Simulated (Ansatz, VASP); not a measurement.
## NbRe3Pd: VASP beside Ansatz

The input INCAR:

```
SYSTEM = NbRe3Pd
PREC = Accurate
ENCUT = 600
EDIFF = 1E-6
ISMEAR = 0
SIGMA = 0.1
LREAL = .FALSE.
LASPH = .TRUE.
NELM = 80
ALGO = Fast
ISIF = 3
LWAVE = .FALSE.
LCHARG = .FALSE.
GGA = PE
IBRION = 2
NSW = 90
EDIFFG = -0.04
```

KPOINTS

```
regular mesh
0
G
  4 4 4
  0 0 0
```

Contents of POSCAR:

```
NbRe3Pd
1.0
    4.1089328624      0.0000000000      0.0000000000
    0.0000000000      4.1089328624      0.0000000000
    0.0000000000      0.0000000000      4.1089328624
Nb Re Pd
1 3 1
Direct
    0.0000000000      0.0000000000      0.0000000000
    0.0000000000      0.5000000000      0.5000000000
    0.5000000000      0.0000000000      0.5000000000
    0.5000000000      0.5000000000      0.0000000000
    0.5000000000      0.5000000000      0.5000000000
```

Input for Ansatz:

```yaml
crystal:
  lattice:
    - [4.1089328624, 0.0, 0.0]
    - [0.0, 4.1089328624, 0.0]
    - [0.0, 0.0, 4.1089328624]
  atoms:
    - { symbol: Nb, position: [0.0, 0.0, 0.0] }
    - { symbol: Re, position: [0.0, 0.5, 0.5] }
    - { symbol: Re, position: [0.5, 0.0, 0.5] }
    - { symbol: Re, position: [0.5, 0.5, 0.0] }
    - { symbol: Pd, position: [0.5, 0.5, 0.5] }
basis:
  ecutwfc: 420
kpoints:
  mp_grid: { grid: [4, 4, 4] }
hamiltonian:
  xc: pbe
scf:
  occupations: { method: gaussian, width: 0.1 }
  lower_state_search: "off"
output:
  forces: true
  stress: true
  eigenvalues: true
relax:
  adjacent_minimum: "off"
  f_tol: 0.04
  max_steps: 70
  cell: { stress_tol: 0.4 }
```

Alike in both runs: task relaxation of cell and atoms; functional PBE; k mesh 4 × 4 × 4; occupations gaussian, width 0.1 eV; no spin polarisation.

|  | VASP | Ansatz |
| --- | --- | --- |
| version | VASP 6.6.1 | Ansatz 0.2.0 |
| potentials or method | VASP PAW PBE potentials, release 64 (Nb_sv, Re, Pd), cutoff 600 eV | scalar-relativistic, plane waves, PAW |
| valence electrons in the cell | 44 | 76 |

VASP gave:

```
gap on the k mesh at the Fermi level, each at its own relaxed structure (eV) : none
relaxed volume (Å³/atom)                                                     : 19.65
relaxed length of the cell vector where the two differ most in proportion (Å)              : 4.615
```

Q: What did Ansatz give for the same quantities?

A: gap on the k mesh at the Fermi level, each at its own relaxed structure (eV): none; relaxed volume (Å³/atom): 19.77; relaxed length of the cell vector where the two differ most in proportion (Å): 4.624.

A gap of «none» marks a metal or a gap that the smearing closes. VASP's potentials hold 44 valence electrons a cell and Ansatz's 76, so a difference there can come from the potentials and not from the codes.

The k mesh is coarse, so the values compare programs but aren't converged. Spin-orbit coupling is off throughout. Noted on VASP's run: the volume moved by over 15 % at a fixed basis, so the end points are rough.
